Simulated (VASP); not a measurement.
Wanted: the native input for a VASP 6.6.1 run.

```yaml
Task: relaxation of cell and atoms
Functional: PBE
Potentials_or_basis: VASP PAW PBE potentials, release 64 (Ti_sv)
Cutoff: 600 eV
k_mesh: 6 × 6 × 6
Occupations: gaussian, width 0.1 eV
Spin: no spin polarisation
Dipole_correction: no
Further_INCAR_settings: ALGO = Normal; EDIFF = 1e-06; IBRION = 2; EDIFFG = -0.04; NSW = 90; ISIF = 3
```

The structure of Ti lies in POSCAR:

```
Ti
1.0
    0.0000000000      2.0147580913      4.9090552324
    1.8888690802      0.0000000000      4.9090552324
    1.8888690802      2.0147580913      0.0000000000
Ti
2
Direct
    0.8497263636      0.8497263636      0.1502736364
    0.1502736364      0.1502736364      0.8497263636
```

The input as run:

INCAR

```
PREC = Accurate ; ENCUT = 600
EDIFF = 1E-6 ; ISMEAR = 0
SIGMA = 0.1 ; LREAL = F
LASPH = T ; NELM = 100
ALGO = Normal ; ISIF = 3
LWAVE = F ; LCHARG = F
GGA = PE ; IBRION = 2
NSW = 90 ; EDIFFG = -0.04
```

KPOINTS

```
Automatic mesh
0
Gamma
  6 6 6
```

Potentials or basis: VASP PAW PBE potentials, release 64 (Ti_sv).

The run is started by

```console
$ cat potpaw_PBE.64/Ti_sv/POTCAR > POTCAR
$ mpirun -np 1 vasp_std > vasp.out
```

It gave:

The relaxed volume is 18.65 Å³/atom and the relaxed cell is a = 5.295 Å, b = 5.249 Å, c = 2.763 Å, α = 75.73°, β = 73.90°, γ = 30.38°. The space group after relaxing (to 0.1 Å) is Fmmm (No. 69), the energy gained by relaxing is 0.1 meV/atom and the ionic steps are 2. The pressure after relaxing is 0.0 GPa. The largest force after relaxing is 0.010 eV/Å and the band gap on the k mesh is zero (bands 12 and 13 overlap by 0.47 eV).

Caveat: the k points lie up to 0.39 Å⁻¹ apart in the final cell.

Wall time 45 s on 1 thread of AMD EPYC 9R45 96-Core Processor (Zen 5), on a shared host, peak memory 0.17 GiB.
